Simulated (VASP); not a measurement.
Wanted: the native input for a VASP 6.6.1 run.

| Item | Value |
| --- | --- |
| Task | single point |
| Functional | LDA |
| Potentials or basis | VASP PAW LDA potentials, release 64 (Ti_sv, Rh_pv) |
| Cutoff | 520 eV |
| k mesh | 10 × 10 × 10 |
| Occupations | fermi-dirac, width 0.03 eV |
| Spin | no spin polarisation |
| Dipole correction | no |
| Further INCAR settings | ALGO = Normal; EDIFF = 1e-06; NBANDS = 36 |

The structure of TiRh3 lies in POSCAR:

```
TiRh3
1.0
    3.8346977677      0.0000000000      0.0000000000
    0.0000000000      3.8346977677      0.0000000000
    0.0000000000      0.0000000000      3.8346977677
Ti Rh
1 3
Direct
    0.0000000000      0.0000000000      0.0000000000
    0.0000000000      0.5000000000      0.5000000000
    0.5000000000      0.0000000000      0.5000000000
    0.5000000000      0.5000000000      0.0000000000
```

The input as run:

INCAR

```
SYSTEM = TiRh3
PREC = Accurate
ENCUT = 520
EDIFF = 1E-6
ISMEAR = -1
SIGMA = 0.03
LREAL = .FALSE.
LASPH = .TRUE.
NELM = 80
ALGO = Normal
ISIF = 2
LWAVE = .FALSE.
LCHARG = .FALSE.
GGA = CA
NBANDS = 36
```

KPOINTS

```
regular mesh
0
G
  10 10 10
  0 0 0
```

Potentials or basis: VASP PAW LDA potentials, release 64 (Ti_sv, Rh_pv).

Run with:

```bash
$ cat potpaw_LDA.64/Ti_sv/POTCAR potpaw_LDA.64/Rh_pv/POTCAR > POTCAR
$ mpirun -np 1 vasp_std > vasp.out
```

It gave:

```json
{"Pressure": "-11.8 GPa", "Band gap on the k mesh": "zero (an odd number of electrons rules out a gap without spin polarisation)"}
```

Caveat: the cell stands under tension.

Run time: 2.8 min on 1 thread of Intel Xeon 8259CL, on a shared host, peak memory 0.22 GiB.
